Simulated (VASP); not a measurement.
SiNi: single point with LDA

SiNi:

```
Si Ni
1.0
     2.94277    0.00000    0.00000
     0.00000    3.28033    0.00000
     0.00000    0.00000    4.67745
Si Ni
2 2
Direct
  0.00000 0.00000 0.16007
  0.50000 0.50000 0.83993
  0.00000 0.00000 0.65879
  0.50000 0.50000 0.34121
```

```yaml
Program: VASP 6.6.1
Task: single point
Functional: LDA
Potentials_or_basis: VASP PAW LDA potentials, release 64 (Si, Ni)
Cutoff: 520 eV
k_mesh: 8 × 7 × 5
Occupations: fermi-dirac, width 0.05 eV
Spin: no spin polarisation
```

```
Pressure               : -4.3 GPa
Largest force          : 0.018 eV/Å
Band gap on the k mesh : zero (bands 14 and 15 overlap by 1.50 eV)
```

Forces in eV/Å, atoms in the order of the input:
```
Si   0.000  0.000 -0.004
Si   0.000  0.000  0.004
Ni   0.000  0.000 -0.018
Ni   0.000  0.000  0.018
```

Stress tensor (GPa, compression positive):
```
-4.18  0.00  0.00
 0.00 -3.68  0.00
 0.00  0.00 -4.97
```

Levels at points of the mesh, in eV from the Fermi level:
```tsv
k point	band 12	band 13	band 14	band 15	band 16	band 17
(0.00, 0.00, 0.00)	-2.14	-2.09	-1.35	1.27	2.77	5.09
(0.50, 0.00, 0.00)	-2.60	-1.64	-1.64	1.72	1.72	3.52
```

It took 25 s on 1 thread of Intel(R) Xeon(R) Platinum 8488C (Sapphire Rapids) (shared host), peak memory 0.17 GiB.

Caveat: the cell stands under tension. Spin polarisation is off, so any magnetic state and its effect on volume and gap are missing.
